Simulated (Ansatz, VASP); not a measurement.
One calculation of C, two programs

Contents of INCAR:

```
PREC     = Accurate       # precision mode
ENCUT    = 910            # plane-wave cutoff, eV
EDIFF    = 1E-6           # SCF threshold, eV
ISMEAR   = 0              # smearing method
SIGMA    = 0.05           # smearing width, eV
LREAL    = F              # projectors in reciprocal space
LASPH    = T              # aspherical terms in the spheres
NELM     = 120            # most SCF steps
ALGO     = Normal         # electronic algorithm
ISIF     = 2              # what is computed and relaxed
LWAVE    = F              # write WAVECAR
LCHARG   = F              # write CHGCAR
NBANDS   = 31             # bands
GGA_COMPAT= F
```

File KPOINTS:

```
regular mesh
0
Gamma
  10 10 3
```

The input POSCAR:

```
C
1.0
   -2.4912907516      0.0000000000      0.0000000000
   -1.2456453758     -2.1575210791      0.0000000000
    0.0000000000      0.7191736930     10.2538776052
C
10
Direct
   -0.4122592763      0.0248185525      0.8741556576
    0.6125592763      0.9751814475      0.7252443424
    0.0458021751      0.1086956498      0.1257869493
    0.6544978249      0.8913043502      0.4736130507
    0.0209671684      0.1583656632      0.2747969895
    0.6793328316      0.8416343368      0.3246030105
   -0.0872822884      0.3748645769      0.9242937306
    0.2875822884      0.6251354231      0.6751062694
    0.3874890656      0.4253218689      0.0756656066
    0.3128109344      0.5746781311      0.5237343934
```

Input for Ansatz:

```yaml
crystal:
  lattice:
    - [-2.4912907516, 0.0, 0.0]
    - [-1.2456453758, -2.1575210791, 0.0]
    - [0.0, 0.719173693, 10.2538776052]
  atoms:
    - { symbol: C, position: [-0.4122592763, 0.0248185525, 0.8741556576] }
    - { symbol: C, position: [0.6125592763, 0.9751814475, 0.7252443424] }
    - { symbol: C, position: [0.0458021751, 0.1086956498, 0.1257869493] }
    - { symbol: C, position: [0.6544978249, 0.8913043502, 0.4736130507] }
    - { symbol: C, position: [0.0209671684, 0.1583656632, 0.2747969895] }
    - { symbol: C, position: [0.6793328316, 0.8416343368, 0.3246030105] }
    - { symbol: C, position: [-0.0872822884, 0.3748645769, 0.9242937306] }
    - { symbol: C, position: [0.2875822884, 0.6251354231, 0.6751062694] }
    - { symbol: C, position: [0.3874890656, 0.4253218689, 0.0756656066] }
    - { symbol: C, position: [0.3128109344, 0.5746781311, 0.5237343934] }
basis:
  ecutwfc: 420
kpoints:
  mp_grid: { grid: [10, 10, 3] }
hamiltonian:
  xc: lda
scf:
  occupations: { method: gaussian, width: 0.05 }
output:
  forces: true
  stress: true
  eigenvalues: true
```

Alike in both runs: task single point; functional LDA; k mesh 10 × 10 × 3; occupations gaussian, width 0.05 eV; no spin polarisation.

|  | VASP | Ansatz |
| --- | --- | --- |
| version | VASP 6.6.1 | Ansatz 0.2.0 |
| potentials or method | VASP PAW LDA potentials, release 64 (C_h), cutoff 910 eV | scalar-relativistic, plane waves, PAW |
| valence electrons in the cell | 40 | 40 |

Ansatz gave:

```
gap on the k mesh at the Fermi level (eV) : none
rms of the force components (eV/Å)        : 0.899
```

Estimate VASP's values.

gap on the k mesh at the Fermi level (eV): none; rms of the force components (eV/Å): 0.893.

LDA's correlation is that of Perdew and Zunger in VASP and of Perdew and Wang (1992) in Ansatz. Atom by atom the forces differ by 0.006 eV/Å (rms over components). A gap of «none» marks a metal or a gap that the smearing closes.

Noted on VASP's run: the cutoff is short for stress, so the pressure is rough.
